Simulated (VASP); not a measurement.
Here is a VASP 6.6.1 calculation.

The input POSCAR:

```
Mo
1.0
   -1.5474350000      1.5710000000      1.5710000000
    1.5474350000     -1.5710000000      1.5710000000
    1.5474350000      1.5710000000     -1.5710000000
Mo
1
Direct
    0.0000000000      0.0000000000      0.0000000000
```

File INCAR.step1:

```
SYSTEM = Mo
ALGO = Normal ; EDIFF = 1E-4
ENCUT = 520 ; GGA = PE
ISMEAR = 0 ; LASPH = .True.
LCHARG = .False. ; LREAL = .False.
LWAVE = .True. ; NBANDS = 13
NELM = 60 ; PREC = Accurate
SIGMA = 0.15
```

INCAR.step2

```
SYSTEM = Mo
ALGO = Normal ; EDIFF = 1E-6
ENCUT = 520 ; ISIF = 2
ISMEAR = 0 ; ISTART = 1
LASPH = .True. ; LCHARG = .False.
LMIXTAU = .True. ; LREAL = .False.
LWAVE = .False. ; METAGGA = R2SCAN
NBANDS = 13 ; NELM = 60
PREC = Accurate ; SIGMA = 0.15
```

File KPOINTS:

```
k-points
0
Gamma
  22 22 22
  0 0 0
```

Potentials or basis: VASP PAW PBE potentials, release 64 (Mo_sv).

Launch:

```bash
$ cat potpaw_PBE.64/Mo_sv/POTCAR > POTCAR
$ cp INCAR.step1 INCAR
$ mpirun -np 1 vasp_std > vasp.out
$ cp INCAR.step2 INCAR
$ mpirun -np 1 vasp_std > vasp.out
```

Q: What does it give for the band gap on the k mesh?

A: Zero (bands 7 and 8 overlap by 5.69 eV).

Q: What does it give for the pressure?

A: 8.0 GPa.

Stress tensor (GPa, compression positive):
```
11.48  0.00  0.00
 0.00  6.25  0.00
 0.00  0.00  6.25
```

Caveat: the cell differs from its parent crystal (strain -0.0150 x Voigt [1, 0, 0, 0, 0, 0]); the stress differs along the axes, from 6 to 11 GPa; the PAW data sets were made with another functional, which shifts forces and pressure a little.
